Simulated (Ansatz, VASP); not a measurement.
## Two plane-wave programs on In2O3

Contents of INCAR:

```
PREC = Accurate
ENCUT = 520
EDIFF = 1E-7
ISMEAR = -1
SIGMA = 0.02
LREAL = False
LASPH = True
NELM = 80
ALGO = Normal
ISIF = 2
LWAVE = False
LCHARG = False
GGA = PE
NBANDS = 55
```

File KPOINTS:

```
Automatic mesh
0
Gamma
  6 6 6
```

Contents of POSCAR:

```
In2O3
1.0
    2.6712064083      1.5422217388      4.7087099649
   -2.6712064083      1.5422217388      4.7087099649
    0.0000000000     -3.0844434778      4.7087099648
In O
4 6
Direct
    0.8582826506      0.8582826506      0.8582826506
    0.3582826506      0.3582826506      0.3582826506
    0.1417173494      0.1417173494      0.1417173494
    0.6417173494      0.6417173494      0.6417173494
    0.4548844019      0.0451155981      0.7500000000
    0.0451155981      0.7500000000      0.4548844019
    0.5451155981      0.9548844019      0.2500000000
    0.2500000000      0.5451155981      0.9548844019
    0.9548844019      0.2500000000      0.5451155981
    0.7500000000      0.4548844019      0.0451155981
```

Input for Ansatz:

```yaml
crystal:
  lattice:
    - [2.6712064083, 1.5422217388, 4.7087099649]
    - [-2.6712064083, 1.5422217388, 4.7087099649]
    - [0.0, -3.0844434778, 4.7087099648]
  atoms:
    - { symbol: In, position: [0.8582826506, 0.8582826506, 0.8582826506] }
    - { symbol: In, position: [0.3582826506, 0.3582826506, 0.3582826506] }
    - { symbol: In, position: [0.1417173494, 0.1417173494, 0.1417173494] }
    - { symbol: In, position: [0.6417173494, 0.6417173494, 0.6417173494] }
    - { symbol: O, position: [0.4548844019, 0.0451155981, 0.75] }
    - { symbol: O, position: [0.0451155981, 0.75, 0.4548844019] }
    - { symbol: O, position: [0.5451155981, 0.9548844019, 0.25] }
    - { symbol: O, position: [0.25, 0.5451155981, 0.9548844019] }
    - { symbol: O, position: [0.9548844019, 0.25, 0.5451155981] }
    - { symbol: O, position: [0.75, 0.4548844019, 0.0451155981] }
kpoints:
  mp_grid: { grid: [6, 6, 6] }
  band_path:
    path:
      - [0.0, 0.0, 0.0]
      - [0.5, 0.5, 0.5]
      - [0.7618181098, 0.2381818902, 0.5]
      - [0.5, -0.2381818902, 0.2381818902]
      - [0.5, 0.0, 0.0]
      - [0.3690909451, -0.3690909451, 0.0]
      - [0.6309090549, 0.0, 0.3690909451]
      - [0.5, 0.0, 0.5]
    npoints: 1
hamiltonian:
  xc: pbe
scf:
  occupations: { method: fermi_dirac, width: 0.02 }
  n_extra_bands: 6
output:
  forces: true
  stress: true
  eigenvalues: true
```

Change from the starting cell: hydrostatic strain -3.0%.

Alike in both runs: task single point; functional PBE; k mesh 6 × 6 × 6; occupations fermi-dirac, width 0.02 eV; no spin polarisation.

```csv
,VASP,Ansatz
version,VASP 6.6.1,Ansatz 0.2.0
potentials or method,"VASP PAW PBE potentials, release 64 (In_d, O)","plane waves, PAW"
plane-wave cutoff (eV),520,420
valence electrons in the cell,88,88
```

Ansatz gave:

```
gap on the k mesh at the Fermi level (eV)                     : 1.79
pressure (GPa)                                                : 26.7
traceless stress, the component that is largest in VASP (GPa) : -3.29
rms of the force components (eV/Å)                            : 0.047
```

Q: Which values does VASP return?

A: gap on the k mesh at the Fermi level (eV): 1.79; pressure (GPa): 27.4; traceless stress, the component that is largest in VASP (GPa): -3.42; rms of the force components (eV/Å): 0.045.

Atom by atom the forces differ by 0.006 eV/Å (rms over components). With one functional, cell and mesh, what is left measures potentials, basis and numerics.
